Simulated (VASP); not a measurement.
Input of a VASP 6.6.1 run:

INCAR

```
  ALGO = Normal
  EDIFF = 1E-6
  ENCUT = 520
  GGA = PS
  ISIF = 2
  ISMEAR = 0
  LASPH = T
  LCHARG = F
  LREAL = F
  LWAVE = F
  NBANDS = 11
  NELM = 100
  PREC = Accurate
  SIGMA = 0.05
```

Contents of KPOINTS:

```
k-points
0
Gamma
  10 10 10
```

POSCAR

```
BeS
1.0
    0.0000000000      2.6116760334      2.4104070451
    2.4104070451      0.0000000000      2.4104070451
    2.4104070451      2.6116760334      0.0000000000
Be S
1 1
Direct
    0.0000000000      0.0000000000      0.0000000000
    0.7500000000      0.7500000000      0.7500000000
```

Potentials or basis: VASP PAW PBE potentials, release 64 (Be, S).

The run is started by

```bash
$ cat potpaw_PBE.64/Be/POTCAR potpaw_PBE.64/S/POTCAR > POTCAR
$ mpirun -np 1 vasp_std > vasp.out
```

(1) Predict the pressure.

(2) Predict the band gap on the k mesh.

## Answers

(1) -5.8 GPa.

(2) 2.73 eV (least direct gap 5.00 eV).

Caveat: the cell stands under tension; the PAW data sets were made with another functional, which shifts forces and pressure a little.
